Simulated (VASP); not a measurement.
# H in VASP: a series of runs

Runs on H. Level: LDA. Tasks: single point.

All numbers are computed with VASP 6.6.1; they aren't measurements. Logs are shortened: lines on timing, memory, paths and dates and some standing lists are left out, and cuts for length are marked.

## (1) The cell of the first run

The cell holds an amorphous packing of atoms, 20 atoms: a = 6.694 Å, b = 6.694 Å, c = 6.694 Å, α = 90.00°, β = 90.00°, γ = 90.00°.

## (2) Single point, LDA

Contents of INCAR:

```
  ALGO = Normal
  EDIFF = 1E-6
  ENCUT = 520
  GGA = CA
  ISIF = 2
  ISMEAR = -1
  LASPH = True
  LCHARG = False
  LREAL = Auto
  LWAVE = False
  NBANDS = 26
  NELM = 60
  PREC = Accurate
  SIGMA = 0.05
```

Contents of KPOINTS:

```
k-points
0
Gamma
  1 1 1
```

Contents of POSCAR:

```
H
1.0
    6.6943300000      0.0000000000      0.0000000000
    0.0000000000      6.6943300000      0.0000000000
    0.0000000000      0.0000000000      6.6943300000
H
20
Direct
    0.9833436038      0.5622634797      0.7830600797
    0.9392667643      0.6211041326      0.6948457614
    0.4767835917      0.7241106626      0.3332389314
    0.5341452982      0.6347646350      0.2895099030
    0.1630845258      0.5317851172      0.1615274060
    0.2681621338      0.5768999398      0.1544636930
    0.8681365585      0.1342599353      0.5249997502
    0.9126015772      0.1371759650      0.4199940935
    0.4732822890      1.0238505502      0.4762018606
    0.4980698415      1.0258854362      0.3636154903
    0.1671388699      0.9445620834      0.6426592568
    0.1576889936      0.9410914842      0.5293181954
    0.6025536009      0.3936265510      0.1613759488
    0.5585672145      0.3905935189      0.0550230207
    0.6586200604      0.9342496431      0.7195244591
    0.7229704984      0.9348612340      0.8150580302
    0.5495876108      0.4069299077      0.6156669799
    0.4826354900      0.3917563543      0.5234489394
    0.3103648817      0.6776834057      0.7992848505
    0.3563861961      0.6307317641      0.7054139500
```

Potentials or basis: VASP PAW LDA potentials, release 64 (H).

Launch:

```
$ cat potpaw_LDA.64/H/POTCAR > POTCAR
$ mpirun -np 1 vasp_gam > vasp.out
```

OUTCAR:

```text
EDIFF = 1E-6
   ENCUT = 520
   GGA = CA
   ISIF = 2
   ISMEAR = -1
   LASPH = True
   LREAL = Auto
   NELM = 60
   PREC = Accurate

 ion  position               nearest neighbor table
   1  0.983  0.562  0.783-   2 0.77
   2  0.939  0.621  0.695-   1 0.77
   3  0.477  0.724  0.333-   4 0.77
   4  0.534  0.635  0.290-   3 0.77
   5  0.163  0.532  0.162-   6 0.77
   6  0.268  0.577  0.154-   5 0.77
[... 12 lines left out ...]
  19  0.310  0.678  0.799-  20 0.77
  20  0.356  0.631  0.705-  19 0.77

  LATTYP: Found a simple cubic cell.
 ALAT       =     6.6943300000

  Lattice vectors:

 A1 = (   6.6943300000,   0.0000000000,   0.0000000000)
 A2 = (   0.0000000000,   6.6943300000,   0.0000000000)
 A3 = (   0.0000000000,   0.0000000000,   6.6943300000)

Analysis of symmetry for initial positions (statically):
=====================================================================
 Subroutine PRICEL returns:
 Original cell was already a primitive cell.

 Routine SETGRP: Setting up the symmetry group for a
 simple cubic supercell.

 Subroutine GETGRP returns: Found  1 space group operations
 (whereof  1 operations were pure point group operations)
 out of a pool of 48 trial point group operations.

The static configuration has the point symmetry C_1 .

Analysis of symmetry for dynamics (positions and initial velocities):
=====================================================================
 Subroutine PRICEL returns:
 Original cell was already a primitive cell.

 Routine SETGRP: Setting up the symmetry group for a
 simple cubic supercell.

 Subroutine GETGRP returns: Found  1 space group operations
 (whereof  1 operations were pure point group operations)
 out of a pool of 48 trial point group operations.

The dynamic configuration has the point symmetry C_1 .

 Subroutine INISYM returns: Found  1 space group operations
 (whereof  1 operations are pure point group operations),
 and found     1 'primitive' translations

----------------------------------------------------------------------------------------

                                     Primitive cell

  volume of cell :     300.0001

[... 99 lines left out ...]
   NELM   =     60;   NELMIN=  2; NELMDL= -5     # of ELM steps
   EDIFF  = 0.1E-05   stopping-criterion for ELM
   LREAL  =      T    real-space projection
   EDIFFG = 0.1E-04   stopping-criterion for IOM
   NSW    =      0    number of steps for IOM
   IBRION =     -1    ionic relax: 0-MD 1-quasi-New 2-CG
   NFREE  =      0    steps in history (QN), initial steepest desc. (CG)
   ISIF   =      2    stress and relaxation
   ISYM   =      2    0-nonsym 1-usesym 2-fastsym
   POTIM  = 0.5000    time-step for ionic-motion
   TEBEG  =    0.0;   TEEND  =   0.0 temperature during run
   PSTRESS=    0.0 pullay stress
   NELECT =      20.0000    total number of electrons
   NUPDOWN=      -1.0000    fix difference up-down
   EMIN   =  10.00;   EMAX   =-10.00  energy-range for DOS
   EFERMI =   0.00;   METHOD = LEGACY
   ISMEAR =    -1;   SIGMA  =   0.05  broadening in eV -4-tet -1-fermi 0-gaus
   EFERMI_NEDOS =   21; number of points for ismear=-14 and -15
   IALGO  =     38    algorithm
   IMIX   =      4    mixing-type and parameters
     AMIX     =   0.40;   BMIX     =  1.00
     AMIX_MAG =   1.60;   BMIX_MAG =  1.00
  volume/ion in A,a.u.               =      15.00       101.23
  Fermi-wavevector in a.u.,A,eV,Ry     =   0.663811  1.254421  5.995338  0.440645
  Thomas-Fermi vector in A             =   1.737305
   LORBIT       =      0    0 simple, 1 ext, 2 COOP (PROOUT), +10 PAW based schemes
   GGA     = CA    functional components
   LHFCALC =     F    Hartree Fock is set to
   AEXX    =    0.0000 exact exchange contribution
   IVDW    =     0    specifies the selected vdW correction
   LEPSILON=     F    determine dielectric tensor
   LRPA    =     F    only Hartree local field effects (RPA)
 non-spin polarized calculation
  energy-cutoff  :      520.00
  volume of cell :      300.00
 maximum number of plane-waves:      4061
 NGX is ok and might be reduce to    50
   NGX = 25   NGY = 25   NGZ = 25

 number of electron      20.0000004 magnetization

 Free energy of the ion-electron system (eV)
  ---------------------------------------------------
  ext. energy  EPLUGINS =         0.00000000
  ---------------------------------------------------
  free energy    TOTEN  =       -67.35520155 eV

  energy without entropy =      -67.35520155  energy(sigma->0) =      -67.35520155

 E-fermi :  -6.7191     XC(G=0):  -4.9343

 val. band max:       -7.9132582427   @ k =   0.0000   0.0000   0.0000
 cond. band min:       0.1254928507   @ k =   0.0000   0.0000   0.0000
 fundamental gap:      8.0387510933
 Fermi energy:        -6.7190697852

 k-point     1 :       0.0000    0.0000    0.0000
  band No.  band energies     occupation
      1     -11.0249      2.00000
      2     -10.0387      2.00000
      3      -9.5374      2.00000
      4      -9.2140      2.00000
      5      -9.0605      2.00000
      6      -8.9608      2.00000
[... 14 lines left out ...]
     21       3.0005      0.00000
     22       3.5982      0.00000
 [bands above 22 left out]

------------------------ aborting loop because EDIFF is reached ----------------------------------------

  FORCE on cell =-STRESS in cart. coord.  units (eV):
  Direction    XX          YY          ZZ          XY          YZ          ZX
  --------------------------------------------------------------------------------------
  -------------------------------------------------------------------------------------
  Total        0.6070157      0.1843546     -0.2053561     -0.3486271      0.2729303     -0.0121969
  in kB        3.2418218      0.9845625     -1.0967225     -1.8618742      1.4576087     -0.0651389
  external PRESSURE =       1.0432206 kB  Pullay stress =       0.0000000 kB

 VOLUME and BASIS-vectors are now :
 -----------------------------------------------------------------------------
  energy-cutoff  :      520.00
  volume of cell :      300.00
      direct lattice vectors                 reciprocal lattice vectors
     6.694330000  0.000000000  0.000000000     0.149380147  0.000000000  0.000000000
     0.000000000  6.694330000  0.000000000     0.000000000  0.149380147  0.000000000
     0.000000000  0.000000000  6.694330000     0.000000000  0.000000000  0.149380147

 POSITION                                       TOTAL-FORCE (eV/Angst)
 -----------------------------------------------------------------------------------
      6.58283      3.76398      5.24206        -0.042612      0.014219     -0.037407
      6.28776      4.15788      4.65153        -0.036133     -0.013240      0.050531
      3.19175      4.84744      2.23081         0.059959      0.073808      0.095441
      3.57574      4.24932      1.93807         0.041814      0.016808      0.053915
      1.09174      3.55995      1.08132        -0.064906     -0.024682     -0.065813
      1.79517      3.86196      1.03403        -0.061211     -0.023160     -0.017459
[... 12 lines left out ...]
      2.07768      4.53664      5.35068         0.041313     -0.005500      0.053046
      2.38577      4.22233      4.72227         0.065769      0.010571      0.064419
 -----------------------------------------------------------------------------------
    total drift:                               -0.000433      0.000391     -0.000023

  FREE ENERGIE OF THE ION-ELECTRON SYSTEM (eV)
  ---------------------------------------------------
  free  energy   TOTEN  =       -67.3552015509 eV

  energy  without entropy=      -67.3552015508  energy(sigma->0) =      -67.35520155
```

OSZICAR:

```text
N       E                     dE             d eps       ncg     rms          rms(c)
DAV:   1     0.501296451548E+02    0.50130E+02   -0.68495E+03    52   0.558E+02
DAV:   2    -0.604107894432E+02   -0.11054E+03   -0.10578E+03    70   0.116E+02
DAV:   3    -0.733309608126E+02   -0.12920E+02   -0.12859E+02    64   0.421E+01
DAV:   4    -0.734859270618E+02   -0.15497E+00   -0.15491E+00    72   0.531E+00
DAV:   5    -0.734868433650E+02   -0.91630E-03   -0.91628E-03    64   0.451E-01    0.137E+01
DAV:   6    -0.692795656746E+02    0.42073E+01   -0.17730E+00    56   0.458E+00    0.737E+00
DAV:   7    -0.673173255801E+02    0.19622E+01   -0.33400E+00    62   0.654E+00    0.828E-01
DAV:   8    -0.673573378279E+02   -0.40012E-01   -0.69259E-02    56   0.104E+00    0.438E-01
DAV:   9    -0.673519847332E+02    0.53531E-02   -0.13810E-02    64   0.452E-01    0.122E-01
DAV:  10    -0.673541900573E+02   -0.22053E-02   -0.47937E-04    56   0.993E-02    0.284E-02
DAV:  11    -0.673551020382E+02   -0.91198E-03   -0.34620E-04    64   0.741E-02    0.234E-02
DAV:  12    -0.673551732229E+02   -0.71185E-04   -0.48356E-05    64   0.353E-02    0.730E-03
DAV:  13    -0.673551987366E+02   -0.25514E-04   -0.21654E-05    56   0.197E-02    0.424E-03
DAV:  14    -0.673552009766E+02   -0.22401E-05   -0.19595E-06    64   0.630E-03    0.193E-03
DAV:  15    -0.673552015509E+02   -0.57425E-06   -0.56011E-07    48   0.357E-03
   1 F= -.67355202E+02 E0= -.67355202E+02  d E =-.107724E-09
```

Wall time 8.6 s (1 thread of Intel Xeon Platinum 8375C at 2.90GHz (Ice Lake), shared host); peak memory 0.23 GiB.

What came out:

| Item | Value |
| --- | --- |
| Free energy | -67.3552 eV |
| Pressure | 0.1 GPa |
| Largest force | 0.142 eV/Å |
| Band gap on the k mesh | 8.04 eV |

Forces in eV/Å, atoms in the order of the input:
```
H   -0.043  0.014 -0.037
H   -0.036 -0.013  0.051
H    0.060  0.074  0.095
H    0.042  0.017  0.054
H   -0.065 -0.025 -0.066
H   -0.061 -0.023 -0.017
H   -0.117  0.026  0.043
H   -0.040  0.066 -0.116
H   -0.003  0.068 -0.108
H    0.046  0.052  0.096
H    0.032 -0.050  0.129
H    0.001  0.015 -0.100
H   -0.001 -0.077 -0.099
H    0.033 -0.035  0.059
H    0.035 -0.004  0.051
H   -0.037 -0.020 -0.080
H    0.004 -0.045 -0.084
H    0.045 -0.046  0.013
H    0.041 -0.005  0.053
H    0.066  0.011  0.064
```

Caveat: the k points lie up to 0.94 Å⁻¹ apart.

## (3) Single point, LDA

Contents of INCAR:

```
ALGO = Normal
EDIFF = 1E-7
ENCUT = 520
ISIF = 2
ISMEAR = -1
LASPH = T
LCHARG = F
LREAL = Auto
LWAVE = F
NBANDS = 26
NELM = 60
PREC = Accurate
SIGMA = 0.05
```

KPOINTS is that of step 2.

Contents of POSCAR:

```
H
1.0
    6.6943300000      0.0000000000      0.0000000000
    0.0000000000      6.6943300000      0.0000000000
    0.0000000000      0.0000000000      6.6943300000
H
20
Direct
    0.8232937426      0.4893245478      0.5394266491
    0.9013896835      0.5716778229      0.5267293366
    0.5964749273      0.6877760732      0.4419561031
    0.4938806423      0.7178761728      0.4078227395
    0.2111040239      0.6247376511      0.0969178394
    0.2103123091      0.5438781775      0.0137130975
    0.8145998181      0.2597123237      0.4249715804
    0.8504211773      0.1564010140      0.4716678144
    0.4389087481      1.0356376217      0.5283277042
    0.4978690922      1.0520395618      0.6381221123
    0.2171837958      0.9142662522      0.6599764278
    0.1162625685      0.9614853167      0.6648312826
    0.4860531226      0.3247225637      0.2006175375
    0.5891553001      0.3567646053      0.1431211189
    0.7731020132      0.8878558422      0.7404325750
    0.7767917028      0.7853362472      0.7889064328
    0.3514317340      0.4373253186      0.4580443450
    0.3696411739      0.3234378945      0.4820049206
    0.3368522317      0.5934574483      0.6573473372
    0.3579596464      0.6617241755      0.7499480904
```

Potentials or basis: VASP PAW LDA potentials, release 64 (H).

Launch:

```
$ cat potpaw_LDA.64/H/POTCAR > POTCAR
$ mpirun -np 1 vasp_gam > vasp.out
```

Run time: 8.9 s. Hardware: 1 thread of Intel Xeon Platinum 8375C at 2.90GHz (Ice Lake), shared host; peak memory 0.23 GiB.

It converged, with:

```yaml
Free_energy: -67.1697 eV
Pressure: -0.3 GPa
Largest_force: 1.919 eV/Å
Band_gap_on_the_k_mesh: 7.33 eV
```

Forces in eV/Å, atoms in the order of the input:
```
H    0.005  0.073  0.053
H    0.072  0.185  0.064
H    0.537 -0.132  0.107
H   -0.531  0.187 -0.259
H   -0.014 -0.201 -0.137
H    0.019  0.218  0.223
H    0.236 -0.901  0.277
H   -0.256  0.535 -0.307
H    1.005  0.274  1.612
H   -0.712 -0.231 -1.642
H    0.492 -0.322 -0.045
H   -0.912  0.310  0.029
H    1.256  0.395 -0.710
H   -1.131 -0.396  0.574
H   -0.016  0.362 -0.186
H    0.033 -0.281  0.099
H    0.038 -0.505  0.055
H   -0.170  0.393 -0.049
H    0.128  0.236  0.471
H   -0.080 -0.200 -0.227
```

Stress tensor (GPa, compression positive):
```
 0.06 -0.27 -0.44
-0.27 -0.10  0.21
-0.44  0.21 -0.78
```

Levels at points of the mesh, in eV from the valence-band top:
```
           k point  band 8  band 9  band 10  band 11  band 12  band 13
(0.00, 0.00, 0.00)   -0.75   -0.54     0.00     7.33     7.92     8.26
```

Caveat: the k points lie up to 0.94 Å⁻¹ apart.
